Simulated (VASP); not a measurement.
# SnN2F2 (C2/m) in VASP: further runs, part 2 of 2

VASP 6.6.1. Earlier steps stand in the parts before.

### Step 4. Single point, LDA

The input, INCAR:

```
SYSTEM = SnN2F2
PREC     = Accurate       ! precision mode
ENCUT    = 520            ! plane-wave cutoff, eV
EDIFF    = 1E-7           ! SCF threshold, eV
ISMEAR   = 0              ! smearing method
SIGMA    = 0.01           ! smearing width, eV
LREAL    = .False.        ! projectors in reciprocal space
LASPH    = .True.         ! aspherical terms in the spheres
NELM     = 80             ! most SCF steps
ALGO     = Normal         ! electronic algorithm
ISIF     = 2              ! what is computed and relaxed
LWAVE    = .False.        ! write WAVECAR
LCHARG   = .False.        ! write CHGCAR
NBANDS   = 27             ! bands
```

The input, KPOINTS:

```
Automatic mesh
0
Gamma
  6 6 8
  0 0 0
```

The input, POSCAR:

```
SnN2F2
1.0
    4.3970390000     -2.6470130000      0.0000000000
    4.3970390000      2.6470130000      0.0000000000
   -1.2529480000      0.0000000000      3.5211200000
Sn N F
1 2 2
Direct
    0.0000000000      0.0000000000      0.0000000000
    0.5380060000      0.5380060000      0.9060690000
    0.4619940000      0.4619940000      0.0939310000
    0.8276440000      0.8276440000      0.3634710000
    0.1723560000      0.1723560000      0.6365290000
```

Potentials or basis: VASP PAW LDA potentials, release 64 (Sn_d, N, F).

Started as:

```bash
> cat potpaw_LDA.64/Sn_d/POTCAR potpaw_LDA.64/N/POTCAR potpaw_LDA.64/F/POTCAR > POTCAR
> mpirun -np 1 vasp_std > vasp.out
```

OUTCAR:

```text
SYSTEM = SnN2F2
   PREC = Accurate
   ENCUT = 520
   EDIFF = 1E-7
   ISMEAR = 0
   LREAL = .False.
   LASPH = .True.
   NELM = 80
   ISIF = 2

 ion  position               nearest neighbor table
   1  0.000  0.000  0.000-   4 2.35   5 2.35   5 2.35   4 2.35   2 2.71   2 2.71   3 2.71   3 2.71

   2  0.538  0.538  0.906-   3 1.12   1 2.71   1 2.71
   3  0.462  0.462  0.094-   2 1.12   1 2.71   1 2.71
   4  0.828  0.828  0.363-   1 2.35   1 2.35
   5  0.172  0.172  0.637-   1 2.35   1 2.35

  LATTYP: Found a base centered monoclinic cell.
 ALAT       =     8.7940780000
 B/A-ratio  =     0.6019989816
 C/A-ratio  =     0.4249906358
 COS(beta)  =    -0.3352458210

  Lattice vectors:

 A1 = (   4.3970390000,  -2.6470130000,   0.0000000000)
 A2 = (   4.3970390000,   2.6470130000,   0.0000000000)
 A3 = (  -1.2529480000,   0.0000000000,   3.5211200000)

Analysis of symmetry for initial positions (statically):
=====================================================================
[... 173 lines left out ...]
  ext. energy  EPLUGINS =         0.00000000
  ---------------------------------------------------
  free energy    TOTEN  =       -31.42128980 eV

  energy without entropy =      -31.42128980  energy(sigma->0) =      -31.42128980

 E-fermi :   1.7616     XC(G=0):  -9.4371

 val. band max:        1.7012569131   @ k =   0.5000   0.0000   0.5000
 cond. band min:       2.6647971554   @ k =   0.5000   0.0000   0.5000
 fundamental gap:      0.9635402423
 Fermi energy:         1.7615626895

 k-point     1 :       0.0000    0.0000    0.0000
  band No.  band energies     occupation
      1     -22.1388      2.00000
      2     -20.0989      2.00000
      3     -19.5501      2.00000
      4     -19.0911      2.00000
      5     -19.0340      2.00000
      6     -18.9885      2.00000
[... 709 lines left out ...]
     26      11.4937      0.00000
     27      12.6164      0.00000

 [... further k-points ...]
[... 5 lines left out ...]
  --------------------------------------------------------------------------------------
  -------------------------------------------------------------------------------------
  Total       -2.8405803      5.7990920     -2.9134978      0.0000000      0.0000000      0.7297244
  in kB      -55.5252394    113.3557009    -56.9505694      0.0000000      0.0000000     14.2640303
  external PRESSURE =       0.2932974 kB  Pullay stress =       0.0000000 kB

 VOLUME and BASIS-vectors are now :
 -----------------------------------------------------------------------------
  energy-cutoff  :      520.00
  volume of cell :       81.96
      direct lattice vectors                 reciprocal lattice vectors
     4.397039000 -2.647013000  0.000000000     0.113712887 -0.188892159  0.040463357
     4.397039000  2.647013000  0.000000000     0.113712887  0.188892159  0.040463357
    -1.252948000  0.000000000  3.521120000     0.000000000  0.000000000  0.284000545

 POSITION                                       TOTAL-FORCE (eV/Angst)
 -----------------------------------------------------------------------------------
      0.00000      0.00000      0.00000        -0.000000      0.000000      0.000000
      3.59601      0.00000      3.19038        -1.071938      0.000000      0.758021
      3.94512      0.00000      0.33074         1.071938      0.000000     -0.758021
      6.82296      0.00000      1.27983         0.394524      0.000000      0.105275
      0.71817      0.00000      2.24129        -0.394524      0.000000     -0.105275
 -----------------------------------------------------------------------------------
    total drift:                                0.000000     -0.000000     -0.000000

  FREE ENERGIE OF THE ION-ELECTRON SYSTEM (eV)
  ---------------------------------------------------
  free  energy   TOTEN  =       -31.4212898003 eV

  energy  without entropy=      -31.4212898003  energy(sigma->0) =      -31.42128980
```

OSZICAR:

```text
N       E                     dE             d eps       ncg     rms          rms(c)
DAV:   1     0.402759333573E+03    0.40276E+03   -0.19114E+04  5086   0.172E+03
DAV:   2     0.178872142771E+02   -0.38487E+03   -0.36411E+03  5495   0.504E+02
DAV:   3    -0.327172672858E+02   -0.50604E+02   -0.49982E+02  5870   0.158E+02
DAV:   4    -0.343776638498E+02   -0.16604E+01   -0.16553E+01  5467   0.315E+01
DAV:   5    -0.344220203298E+02   -0.44356E-01   -0.44349E-01  6236   0.520E+00    0.110E+01
DAV:   6    -0.317318447901E+02    0.26902E+01   -0.79231E+00  6654   0.236E+01    0.542E+00
DAV:   7    -0.315304973751E+02    0.20135E+00   -0.68227E-01  4980   0.525E+00    0.297E+00
DAV:   8    -0.314235903191E+02    0.10691E+00   -0.22124E-01  5156   0.398E+00    0.486E-01
DAV:   9    -0.314211844065E+02    0.24059E-02   -0.25162E-02  5424   0.148E+00    0.209E-01
DAV:  10    -0.314212181330E+02   -0.33727E-04   -0.47651E-03  5980   0.670E-01    0.957E-02
DAV:  11    -0.314212902473E+02   -0.72114E-04   -0.34771E-04  5209   0.140E-01    0.390E-02
DAV:  12    -0.314212901677E+02    0.79609E-07   -0.38202E-05  6721   0.825E-02    0.855E-03
DAV:  13    -0.314212897351E+02    0.43261E-06   -0.60627E-06  5498   0.229E-02    0.375E-03
DAV:  14    -0.314212898003E+02   -0.65229E-07   -0.86674E-07  5965   0.113E-02
   1 F= -.31421290E+02 E0= -.31421290E+02  d E =-.629070E-20
```

stdout:

```text
POSCAR found type information on POSCAR SnN F
 POSCAR found :  3 types and       5 ions
 scaLAPACK will be used
 LDA part: xc-table for (Slater(with rela. corr.)+CA(PZ))
 , standard interpolation
 POSCAR, INCAR and KPOINTS ok, starting setup
 FFT: planning ... GRIDC
 FFT: planning ... GRID_SOFT
 FFT: planning ... GRID
 WAVECAR not read
 entering main loop
```

Wall time 3 min (1 thread of Intel Xeon Platinum 8488C (Sapphire Rapids), shared host); peak memory 0.29 GiB.

What came out:

```yaml
Free_energy: -31.4213 eV
Pressure: 0.0 GPa
Largest_force: 1.313 eV/Å
Band_gap_on_the_k_mesh: 0.96 eV
```

Forces in eV/Å, atoms in the order of the input:
```
Sn   0.000  0.000  0.000
N   -1.072  0.000  0.758
N    1.072  0.000 -0.758
F    0.395  0.000  0.105
F   -0.395  0.000 -0.105
```

Stress tensor (GPa, compression positive):
```
-5.55  0.00  1.43
 0.00 11.34  0.00
 1.43  0.00 -5.70
```

Caveat: the standard files for N, O and F lose accuracy on very short bonds; spin-orbit coupling is left out, which moves the levels of the heavy elements; forces of over 1 eV/Å act on the atoms, so gaps and moduli don't describe the material at rest.

### Step 5. The runs side by side

```csv
k mesh,gap on the mesh (eV),pressure (GPa),largest force (eV/Å)
4 × 4 × 6,0.96,0.0,1.32
6 × 6 × 6,0.96,0.0,1.31
6 × 6 × 8,0.96,0.0,1.31
```

Alike in all rows: task single point; level LDA; potentials or basis VASP PAW LDA potentials, release 64 (Sn_d, N, F); no spin polarisation; cell as given; cutoff (eV) 520; smearing gaussian 0.01 eV.

Caveats: the standard files for N, O and F lose accuracy on very short bonds; spin-orbit coupling is left out, which moves the levels of the heavy elements; forces of over 1 eV/Å act on the atoms, so gaps and moduli don't describe the material at rest.

Total energies depend on the potentials used, so only differences within one code and one set of settings carry meaning.
